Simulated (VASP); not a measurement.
SmMg3Al:

```xyz
5
Lattice="4.3046 0.0000 0.0000 0.0000 4.3046 0.0000 0.0000 0.0000 4.3046" Properties=species:S:1:pos:R:3 pbc="T T T"
Sm    0.0000    0.0000    0.0000
Mg    0.0000    0.0000    2.1523
Mg    2.1523    0.0000    0.0000
Mg    0.0000    2.1523    0.0000
Al    2.1523    2.1523    2.1523
```

The cell was generated, and may not be a known phase.

| Quantity | Value |
| --- | --- |
| Program | VASP 6.6.1 |
| Task | relaxation of cell and atoms |
| Functional | PBE |
| Potentials or basis | VASP PAW PBE potentials, release 64 (Sm_3, Mg, Al), 4f in core |
| Cutoff | 600 eV |
| k mesh | 4 × 4 × 4 |
| Occupations | gaussian, width 0.1 eV |
| Spin | no spin polarisation |

At the start: pressure 59.5 GPa; volume 15.95 Å³/atom.

Question: How do energy, volume and symmetry change on relaxing?

Answer: Over 4 steps the energy falls by 1993.2 meV/atom and the volume is 42.28 Å³/atom (+165.1 %); space group Pm-3m (No. 221, to 0.1 Å) before and after.

Step by step:
| step | energy change (eV) | largest force (eV/Å) | pressure (GPa) | volume (Å³) |
| --- | --- | --- | --- | --- |
| 1 | 0.0000 | 0.0000 | 59.51 | 79.76 |
| 2 | -9.6287 | 0.0000 | 2.87 | 169.57 |
| 3 | -9.8163 | 0.0000 | 1.73 | 182.84 |
| 4 | -9.9662 | 0.0000 | 0.05 | 211.41 |

Final structure:
```
Sm Mg Al
1.0
     5.95722    0.00000    0.00000
     0.00000    5.95722    0.00000
     0.00000    0.00000    5.95722
Sm Mg Al
1 3 1
Direct
  0.00000 0.00000 0.00000
  0.00000 0.00000 0.50000
  0.50000 0.00000 0.00000
  0.00000 0.50000 0.00000
  0.50000 0.50000 0.50000
```

Caveat: the k points lie up to 0.26 Å⁻¹ apart in the final cell, too coarse for converged energies and pressures of a metal; the volume moved by over 15 % at a fixed basis, so the end points are rough.
